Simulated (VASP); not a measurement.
Input of a VASP 6.6.1 run:

File INCAR:

```
SYSTEM = CsVRh3
PREC = Accurate ; ENCUT = 620
EDIFF = 1E-6 ; ISMEAR = 0
SIGMA = 0.0474 ; LREAL = .False.
LASPH = .True. ; NELM = 200
ALGO = Normal ; ISIF = 2
LWAVE = .False. ; LCHARG = .False.
LMAXMIX = 4 ; LDAU = .True.
LDAUTYPE = 2 ; LDAUL = -1 -1 2
LDAUU = 0 0 3 ; LDAUJ = 0 0 0
LDAUPRINT = 1 ; GGA = PE
NBANDS = 84 ; GGA_COMPAT = .False.
```

File KPOINTS:

```
regular mesh
0
Gamma
  3 3 4
  0 0 0
```

Contents of POSCAR:

```
CsVRh3
1.0
    6.3934200000      0.0000000000      0.0000000000
   -3.1967100000      5.5368670000      0.0000000000
    0.0000000000      0.0000000000      5.4199080000
V Cs Rh
2 2 6
Direct
    0.0000000000      0.0000000000      0.0000000000
    0.0000000000      0.0000000000      0.5000000000
    0.3333000000      0.6667000000      0.7500000000
    0.6666000000      0.3333000000      0.2500000000
    0.1666000000      0.3332000000      0.2500000000
    0.8334000000      0.1666000000      0.7500000000
    0.6668000000      0.8334000000      0.2500000000
    0.8334000000      0.6668000000      0.7500000000
    0.1666000000      0.8334000000      0.2500000000
    0.3332000000      0.1666000000      0.7500000000
```

Potentials or basis: VASP PAW PBE potentials, release 64 (V_sv, Cs_sv, Rh_sv_GW).

The run is started by

```bash
$ cat potpaw_PBE.64/V_sv/POTCAR potpaw_PBE.64/Cs_sv/POTCAR potpaw_PBE.64/Rh_sv_GW/POTCAR > POTCAR
$ mpirun -np 1 vasp_std > vasp.out
```

Problem. What does it give for the pressure?

Solution. 10.3 GPa.

Problem. Estimate the band gap on the k mesh.

Solution. Zero (bands 73 and 74 overlap by 1.14 eV).

Eigenvalues of the final occupation matrices:
```csv
site,spin,trace,eigenvalues
site 5 d,1,3.46,0.64 0.68 0.69 0.70 0.76
site 5 d,2,3.46,0.64 0.68 0.69 0.70 0.76
site 6 d,1,3.46,0.64 0.68 0.69 0.70 0.76
site 6 d,2,3.46,0.64 0.68 0.69 0.70 0.76
site 7 d,1,3.46,0.64 0.68 0.69 0.70 0.76
site 7 d,2,3.46,0.64 0.68 0.69 0.70 0.76
site 8 d,1,3.46,0.64 0.68 0.69 0.70 0.76
site 8 d,2,3.46,0.64 0.68 0.69 0.70 0.76
site 9 d,1,3.46,0.64 0.68 0.69 0.70 0.76
site 9 d,2,3.46,0.64 0.68 0.69 0.70 0.76
site 10 d,1,3.46,0.64 0.68 0.69 0.70 0.76
site 10 d,2,3.46,0.64 0.68 0.69 0.70 0.76
```

Caveat: the k points lie up to 0.38 Å⁻¹ apart, too coarse for converged energies and pressures of a metal; spin-orbit coupling is left out, which moves the levels of the heavy elements; U without spin polarisation on a metal has little footing; the U is typed as a test and isn't derived for this compound; forces of over 1 eV/Å act on the atoms, so gaps and moduli don't describe the material at rest.
